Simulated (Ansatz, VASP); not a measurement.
Hg: VASP beside Ansatz

The input INCAR:

```
PREC = Accurate ; ENCUT = 520
EDIFF = 1E-7 ; ISMEAR = -1
SIGMA = 0.1 ; LREAL = False
LASPH = True ; NELM = 100
ALGO = Normal ; ISIF = 2
LWAVE = False ; LCHARG = False
GGA = CA ; NBANDS = 12
```

The input KPOINTS:

```
regular mesh
0
Gamma
  15 15 15
```

File POSCAR:

```
Hg
1.0
   -1.4296801974      1.4296801974      1.4296801974
    1.4296801974     -1.4296801974      1.4296801974
    1.4296801974      1.4296801974     -1.4296801974
Hg
1
Direct
    0.0000000000      0.0000000000      0.0000000000
```

Input for Ansatz:

```yaml
crystal:
  lattice:
    - [-1.4296801974, 1.4296801974, 1.4296801974]
    - [1.4296801974, -1.4296801974, 1.4296801974]
    - [1.4296801974, 1.4296801974, -1.4296801974]
  atoms:
    - { symbol: Hg, position: [0.0, 0.0, 0.0] }
kpoints:
  mp_grid: { grid: [15, 15, 15] }
scf:
  occupations: { method: fermi_dirac, width: 0.1 }
hamiltonian:
  xc: lda
  pseudopotentials: { kind: all_electron, lapw: { basis_error: 0.001 } }
output:
  forces: true
  stress: true
  eigenvalues: true
  populations: true
```

Change from the starting cell: volume scaled by 0.52, LAPW.

Alike in both runs: task single point; functional LDA; k mesh 15 × 15 × 15; occupations fermi-dirac, width 0.1 eV; no spin polarisation.

```csv
,VASP,Ansatz
version,VASP 6.6.1,Ansatz 0.2.0
potentials or method,"VASP PAW LDA potentials, release 64 (Hg), cutoff 520 eV","all-electron LAPW, scalar-relativistic"
```

Ansatz gave:

| Item | Value |
| --- | --- |
| pressure (GPa) | 260.9 |

Question: What did VASP give for the same quantities?

Answer: Pressure (GPa): 279.8.

LDA's correlation is that of Perdew and Zunger in VASP and of Perdew and Wang (1992) in Ansatz. Both programs put the cell under a high pressure, so it lies far from rest at this level. Ansatz ran all-electron here, and VASP with PAW potentials.

Neither program's run includes spin-orbit coupling. Noted on VASP's run: the cell as given lies far from equilibrium.
